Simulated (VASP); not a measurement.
# GeSbTe3 (P4/mmm) in VASP: notebook

GeSbTe3 is run at these levels: PBE; tasks: single point, relaxation of cell and atoms.

All numbers are computed with VASP 6.6.1; they aren't measurements. Logs are shortened: lines on timing, memory, paths and dates and some standing lists are left out, and cuts for length are marked.

### 1 The cell of the first run

It takes space group P4/mmm (No. 123, tetragonal). The conventional cell has a = 3.951 Å, b = 3.951 Å, c = 9.358 Å, α = 90.00°, β = 90.00°, γ = 90.00°. Within 4.7 Å of Ge (site symmetry 4/mmm) lie 10 Te at 3.43 to 4.68 Å and 4 Ge at 3.95 Å. Sb (site symmetry 4/mmm) has 6 Te at 2.69 to 2.79 Å within 3.5 Å. Te (site symmetry 4mm) has 1 Sb at 2.69 Å and 4 Ge at 3.43 Å within 3.5 Å. Within 3.7 Å of Te (site symmetry 4/mmm) lie 4 Sb at 2.79 Å.

The cell was built from a structure type or drawn by symmetry, and may not be a known phase.

### 2 Single point, PBE

File INCAR:

```
SYSTEM = GeSbTe3
PREC = Accurate
ENCUT = 520
EDIFF = 1E-6
ISMEAR = 0
SIGMA = 0.1
LREAL = .FALSE.
LASPH = .TRUE.
NELM = 80
ALGO = Normal
ISIF = 2
LWAVE = .FALSE.
LCHARG = .FALSE.
GGA = PE
NBANDS = 26
```

File KPOINTS:

```
Automatic mesh
0
G
  4 4 2
  0 0 0
```

File POSCAR:

```
GeSbTe3
1.0
    3.9505604300      0.0000000000      0.0000000000
    0.0000000000      3.9505604300      0.0000000000
    0.0000000000      0.0000000000      9.3584864900
Ge Sb Te
1 1 3
Direct
    0.0000000000      0.0000000000      0.0000000000
    0.5000000000      0.5000000000      0.5000000000
    0.5000000000      0.5000000000      0.2127596700
    0.5000000000      0.5000000000      0.7872403300
    0.0000000000      0.0000000000      0.5000000000
```

Potentials or basis: VASP PAW PBE potentials, release 64 (Ge_d, Sb, Te).

On the command line:

```console
$ cat potpaw_PBE.64/Ge_d/POTCAR potpaw_PBE.64/Sb/POTCAR potpaw_PBE.64/Te/POTCAR > POTCAR
$ mpirun -np 1 vasp_std > vasp.out
```

OUTCAR:

```text
SYSTEM = GeSbTe3
   PREC = Accurate
   ENCUT = 520
   EDIFF = 1E-6
   ISMEAR = 0
   LREAL = .FALSE.
   LASPH = .TRUE.
   NELM = 80
   ISIF = 2
   GGA = PE

 ion  position               nearest neighbor table
   1  0.000  0.000  0.000-
   2  0.500  0.500  0.500-   3 2.69   4 2.69   5 2.79   5 2.79   5 2.79   5 2.79
   3  0.500  0.500  0.213-   2 2.69
   4  0.500  0.500  0.787-   2 2.69
   5  0.000  0.000  0.500-   2 2.79   2 2.79   2 2.79   2 2.79

  LATTYP: Found a simple tetragonal cell.
 ALAT       =     3.9505604300
 C/A-ratio  =     2.3689009840

  Lattice vectors:

 A1 = (   3.9505604300,   0.0000000000,   0.0000000000)
 A2 = (   0.0000000000,   3.9505604300,   0.0000000000)
 A3 = (   0.0000000000,   0.0000000000,   9.3584864900)

Analysis of symmetry for initial positions (statically):
=====================================================================
 Subroutine PRICEL returns:
 Original cell was already a primitive cell.

 Routine SETGRP: Setting up the symmetry group for a
 simple tetragonal supercell.

 Subroutine GETGRP returns: Found 16 space group operations
 (whereof 16 operations were pure point group operations)
 out of a pool of 16 trial point group operations.

The static configuration has the point symmetry D_4h.

Analysis of symmetry for dynamics (positions and initial velocities):
=====================================================================
 Subroutine PRICEL returns:
 Original cell was already a primitive cell.

 Routine SETGRP: Setting up the symmetry group for a
 simple tetragonal supercell.

 Subroutine GETGRP returns: Found 16 space group operations
 (whereof 16 operations were pure point group operations)
 out of a pool of 16 trial point group operations.

The dynamic configuration has the point symmetry D_4h.

 Subroutine INISYM returns: Found 16 space group operations
 (whereof 16 operations are pure point group operations),
 and found     1 'primitive' translations

----------------------------------------------------------------------------------------

                                     Primitive cell

  volume of cell :     146.0572

  direct lattice vectors                    reciprocal lattice vectors
     3.950560430  0.000000000  0.000000000     0.253128643  0.000000000  0.000000000
     0.000000000  3.950560430  0.000000000     0.000000000  0.253128643  0.000000000
     0.000000000  0.000000000  9.358486490     0.000000000  0.000000000  0.106854885

  length of vectors
     3.950560430  3.950560430  9.358486490     0.253128643  0.253128643  0.106854885

  position of ions in fractional coordinates (direct lattice)
     0.000000000  0.000000000  0.000000000
     0.500000000  0.500000000  0.500000000
     0.500000000  0.500000000  0.212759670
     0.500000000  0.500000000  0.787240330
     0.000000000  0.000000000  0.500000000

  ion indices of the primitive-cell ions
   primitive index   ion index
                 1           1
                 2           2
                 3           3
                 4           4
                 5           5

----------------------------------------------------------------------------------------

 KPOINTS: Automatic mesh

Automatic generation of k-mesh.
 Grid dimensions read from file:
 generate k-points for:    4    4    2

 Generating k-lattice:

  Cartesian coordinates                     Fractional coordinates (reciprocal lattice)
     0.063282161  0.000000000  0.000000000     0.250000000  0.000000000  0.000000000
     0.000000000  0.063282161  0.000000000     0.000000000  0.250000000  0.000000000
     0.000000000  0.000000000  0.053427443     0.000000000  0.000000000  0.500000000

  Length of vectors
     0.063282161  0.063282161  0.053427443

  Shift w.r.t. Gamma in fractional coordinates (k-lattice)
     0.000000000  0.000000000  0.000000000

 Subroutine IBZKPT returns following result:
 ===========================================

 Found     12 irreducible k-points:

 Following reciprocal coordinates:
            Coordinates               Weight
  0.000000  0.000000  0.000000      1.000000
  0.250000  0.000000  0.000000      4.000000
  0.500000  0.000000  0.000000      2.000000
  0.250000  0.250000  0.000000      4.000000
  0.500000  0.250000  0.000000      4.000000
  0.500000  0.500000  0.000000      1.000000
  0.000000  0.000000  0.500000      1.000000
  0.250000  0.000000  0.500000      4.000000
  0.500000  0.000000  0.500000      2.000000
  0.250000  0.250000  0.500000      4.000000
  0.500000  0.250000  0.500000      4.000000
  0.500000  0.500000  0.500000      1.000000
   k-points           NKPTS =     12   k-points in BZ     NKDIM =     12   number of bands    NBANDS=     26
   number of dos      NEDOS =    301   number of ions     NIONS =      5
   total plane-waves  NPLWV =  63000
   dimension x,y,z NGX =    30 NGY =   30 NGZ =   70
   dimension x,y,z NGXF=    60 NGYF=   60 NGZF=  140
   ions per type =               1   1   3
   NGX,Y,Z   is equivalent  to a cutoff of  12.62, 12.62, 12.43 a.u.
   NGXF,Y,Z  is equivalent  to a cutoff of  25.25, 25.25, 24.87 a.u.
 SYSTEM =  GeSbTe3
   PREC   = accura    normal or accurate (medium, high low for compatibility)
   ISTART =      0    job   : 0-new  1-cont  2-samecut
   ICHARG =      2    charge: 1-file 2-atom 10-const
   ISPIN  =      1    spin polarized calculation?
   LNONCOLLINEAR =      F non collinear calculations
   LSORBIT =      F    spin-orbit coupling
   LASPH  =      T    aspherical Exc in radial PAW
   ENCUT  =  520.0 eV  38.22 Ry    6.18 a.u.   7.35  7.35 17.40*2*pi/ulx,y,z
   NELM   =     80;   NELMIN=  2; NELMDL= -5     # of ELM steps
   EDIFF  = 0.1E-05   stopping-criterion for ELM
   LREAL  =      F    real-space projection
   EDIFFG = 0.1E-04   stopping-criterion for IOM
   NSW    =      0    number of steps for IOM
   IBRION =     -1    ionic relax: 0-MD 1-quasi-New 2-CG
   NFREE  =      0    steps in history (QN), initial steepest desc. (CG)
   ISIF   =      2    stress and relaxation
   ISYM   =      2    0-nonsym 1-usesym 2-fastsym
   POTIM  = 0.5000    time-step for ionic-motion
   TEBEG  =    0.0;   TEEND  =   0.0 temperature during run
   PSTRESS=    0.0 pullay stress
   NELECT =      37.0000    total number of electrons
   NUPDOWN=      -1.0000    fix difference up-down
   EMIN   =  10.00;   EMAX   =-10.00  energy-range for DOS
   EFERMI =   0.00;   METHOD = LEGACY
   ISMEAR =     0;   SIGMA  =   0.10  broadening in eV -4-tet -1-fermi 0-gaus
   EFERMI_NEDOS =   21; number of points for ismear=-14 and -15
   IALGO  =     38    algorithm
   IMIX   =      4    mixing-type and parameters
     AMIX     =   0.40;   BMIX     =  1.00
     AMIX_MAG =   1.60;   BMIX_MAG =  1.00
  volume/ion in A,a.u.               =      29.21       197.13
  Fermi-wavevector in a.u.,A,eV,Ry     =   1.035860  1.957492 14.599132  1.073006
  Thomas-Fermi vector in A             =   2.170223
   LORBIT       =      0    0 simple, 1 ext, 2 COOP (PROOUT), +10 PAW based schemes
   GGA     = PE    functional components
   LHFCALC =     F    Hartree Fock is set to
   AEXX    =    0.0000 exact exchange contribution
   IVDW    =     0    specifies the selected vdW correction
   LEPSILON=     F    determine dielectric tensor
   LRPA    =     F    only Hartree local field effects (RPA)
 non-spin polarized calculation
 Gauss-broadening in eV      SIGMA  =   0.10
  energy-cutoff  :      520.00
  volume of cell :      146.06
 maximum number of plane-waves:      4002
 NGX is ok and might be reduce to    30
   NGX = 15   NGY = 15   NGZ = 35

 number of electron      37.0000003 magnetization

 Free energy of the ion-electron system (eV)
  ---------------------------------------------------
  ext. energy  EPLUGINS =         0.00000000
  ---------------------------------------------------
  free energy    TOTEN  =       -15.33917185 eV

  energy without entropy =      -15.31959287  energy(sigma->0) =      -15.32938236

 E-fermi :   6.5006     XC(G=0):  -9.6108

 val. band max:        6.4626542715   @ k =   0.5000   0.0000   0.5000
 cond. band min:       6.5521176321   @ k =   0.5000   0.5000   0.5000
 fundamental gap:      0.0894633606
 Fermi energy:         6.5006457432

 k-point     1 :       0.0000    0.0000    0.0000
  band No.  band energies     occupation
      1     -18.8748      2.00000
      2     -18.8688      2.00000
      3     -18.8649      2.00000
      4     -18.8631      2.00000
      5     -18.8631      2.00000
      6      -8.0526      2.00000
[... 18 lines left out ...]
     25      11.3643      0.00000
     26      11.5790      0.00000

 k-point     2 :       0.2500    0.0000    0.0000
  band No.  band energies     occupation
      1     -18.8731      2.00000
      2     -18.8694      2.00000
      3     -18.8641      2.00000
      4     -18.8639      2.00000
      5     -18.8631      2.00000
      6      -7.4829      2.00000
[... 18 lines left out ...]
     25      10.9536      0.00000
     26      11.2777      0.00000

 k-point     3 :       0.5000    0.0000    0.0000
  band No.  band energies     occupation
      1     -18.8717      2.00000
      2     -18.8701      2.00000
      3     -18.8647      2.00000
      4     -18.8630      2.00000
      5     -18.8630      2.00000
      6      -6.0045      2.00000
[... 18 lines left out ...]
     25      10.9497      0.00000
     26      12.0004      0.00000

 k-point     4 :       0.2500    0.2500    0.0000
  band No.  band energies     occupation
      1     -18.8712      2.00000
      2     -18.8702      2.00000
      3     -18.8639      2.00000
      4     -18.8638      2.00000
      5     -18.8635      2.00000
      6      -6.9322      2.00000
[... 18 lines left out ...]
     25      11.4314      0.00000
     26      12.2657      0.00000
[... 148 lines left out ...]
      1     -18.8712      2.00000
      2     -18.8702      2.00000
      3     -18.8639      2.00000
      4     -18.8638      2.00000
      5     -18.8635      2.00000
      6      -6.9177      2.00000
[... 18 lines left out ...]
     25      12.2189      0.00000
     26      12.4849      0.00000

 k-point    11 :       0.5000    0.2500    0.5000
  band No.  band energies     occupation
      1     -18.8710      2.00000
      2     -18.8695      2.00000
      3     -18.8646      2.00000
      4     -18.8637      2.00000
      5     -18.8627      2.00000
      6      -5.5827      2.00000
[... 18 lines left out ...]
     25      11.2002      0.00000
     26      11.6038      0.00000

 k-point    12 :       0.5000    0.5000    0.5000
  band No.  band energies     occupation
      1     -18.8718      2.00000
      2     -18.8675      2.00000
      3     -18.8644      2.00000
      4     -18.8644      2.00000
      5     -18.8622      2.00000
      6      -5.0876      2.00000
[... 18 lines left out ...]
     25      11.8880      0.00000
     26      13.0762      0.00000

------------------------ aborting loop because EDIFF is reached ----------------------------------------

  FORCE on cell =-STRESS in cart. coord.  units (eV):
  Direction    XX          YY          ZZ          XY          YZ          ZX
  --------------------------------------------------------------------------------------
  -------------------------------------------------------------------------------------
  Total        7.5478583      7.5478583      8.9758417      0.0000000      0.0000000      0.0000000
  in kB       82.7963672     82.7963672     98.4606568      0.0000000      0.0000000      0.0000000
  external PRESSURE =      88.0177970 kB  Pullay stress =       0.0000000 kB

 VOLUME and BASIS-vectors are now :
 -----------------------------------------------------------------------------
  energy-cutoff  :      520.00
  volume of cell :      146.06
      direct lattice vectors                 reciprocal lattice vectors
     3.950560430  0.000000000  0.000000000     0.253128643  0.000000000  0.000000000
     0.000000000  3.950560430  0.000000000     0.000000000  0.253128643  0.000000000
     0.000000000  0.000000000  9.358486490     0.000000000  0.000000000  0.106854885

 POSITION                                       TOTAL-FORCE (eV/Angst)
 -----------------------------------------------------------------------------------
      0.00000      0.00000      0.00000         0.000000      0.000000      0.000000
      1.97528      1.97528      4.67924         0.000000      0.000000      0.000000
      1.97528      1.97528      1.99111        -0.000000     -0.000000     -3.483362
      1.97528      1.97528      7.36738         0.000000     -0.000000      3.483362
      0.00000      0.00000      4.67924         0.000000      0.000000      0.000000
 -----------------------------------------------------------------------------------
    total drift:                                0.000000      0.000000     -0.000000

  FREE ENERGIE OF THE ION-ELECTRON SYSTEM (eV)
  ---------------------------------------------------
  free  energy   TOTEN  =       -15.3391718503 eV

  energy  without entropy=      -15.3195928663  energy(sigma->0) =      -15.32938236
```

Wall time 75 s (1 thread of Intel Xeon 8259CL, shared host); peak memory 0.26 GiB.

What came out:

- Free energy: -15.3392 eV
- Pressure: 8.8 GPa
- Largest force: 3.483 eV/Å
- Band gap on the k mesh: zero (an odd number of electrons rules out a gap without spin polarisation)

Forces in eV/Å, atoms in the order of the input:
```
Ge   0.000  0.000  0.000
Sb   0.000  0.000  0.000
Te   0.000  0.000 -3.483
Te   0.000  0.000  3.483
Te   0.000  0.000  0.000
```

Stress tensor (GPa, compression positive):
```
8.28 0.00 0.00
0.00 8.28 0.00
0.00 0.00 9.85
```

Caveat: the k points lie up to 0.40 Å⁻¹ apart, too coarse for converged energies and pressures of a metal; spin-orbit coupling is left out, which moves the levels of the heavy elements; forces of over 1 eV/Å act on the atoms, so gaps and moduli don't describe the material at rest.

### 3 Single point, PBE

This run uses another cell than the first one, of 31.91 Å³/atom.

File INCAR:

```
PREC = Accurate ; ENCUT = 520
EDIFF = 1E-6 ; ISMEAR = 0
SIGMA = 0.1 ; LREAL = F
LASPH = T ; NELM = 60
ALGO = Normal ; ISIF = 2
LWAVE = F ; LCHARG = T
GGA = PE ; LELF = T
LVHAR = T ; NBANDS = 26
```

File KPOINTS:

```
Automatic mesh
0
Gamma
  4 4 2
```

File POSCAR:

```
GeSbTe3
1.0
    4.2188294623      0.0000000000      0.0000000000
    0.0000000000      4.2188294623      0.0000000000
    0.0000000000      0.0000000000      8.9630232458
Ge Sb Te
1 1 3
Direct
    0.0000000000      0.0000000000      0.0000000000
    0.5000000000      0.5000000000      0.5000000000
    0.5000000000      0.5000000000      0.1632397431
    0.5000000000      0.5000000000      0.8367602569
    0.0000000000      0.0000000000      0.5000000000
```

Potentials or basis: VASP PAW PBE potentials, release 64 (Ge_d, Sb, Te).

On the command line:

```console
$ cat potpaw_PBE.64/Ge_d/POTCAR potpaw_PBE.64/Sb/POTCAR potpaw_PBE.64/Te/POTCAR > POTCAR
$ mpirun -np 1 vasp_std > vasp.out
```

It took 74 s on 1 thread of Intel Xeon 8259CL, shared host; peak memory 0.28 GiB.

The run converged. Its results:

```yaml
Free_energy: -17.3184 eV
Pressure: -0.1 GPa
Largest_force: 0.006 eV/Å
Band_gap_on_the_k_mesh: zero (an odd number of electrons rules out a gap without spin polarisation)
```

Forces on the atoms (eV/Å):
```
Ge   0.000  0.000  0.000
Sb   0.000  0.000  0.000
Te   0.000  0.000  0.006
Te   0.000  0.000 -0.006
Te   0.000  0.000  0.000
```

Stress tensor (GPa, compression positive):
```
-0.01  0.00  0.00
 0.00 -0.01  0.00
 0.00  0.00 -0.16
```

Levels at points of the mesh, in eV from the Fermi level:
```csv
k point,band 17,band 18,band 19,band 20,band 21,band 22
"(0.00, 0.00, 0.00)",-0.76,-0.32,-0.32,1.65,2.81,2.94
"(0.50, 0.00, 0.00)",-0.94,-0.24,-0.16,0.04,0.17,0.60
"(0.50, 0.50, 0.00)",-2.09,-2.06,-1.49,0.47,2.51,2.51
"(0.00, 0.00, 0.50)",-0.10,-0.10,0.07,1.38,1.88,2.87
"(0.50, 0.00, 0.50)",-0.60,-0.55,-0.07,0.24,0.64,0.65
"(0.50, 0.50, 0.50)",-1.75,-1.18,-0.09,1.54,1.72,1.72
```

Caveat: the k points lie up to 0.37 Å⁻¹ apart, too coarse for converged energies and pressures of a metal; spin-orbit coupling is left out, which moves the levels of the heavy elements.

(Continued in part 2 of 2.)
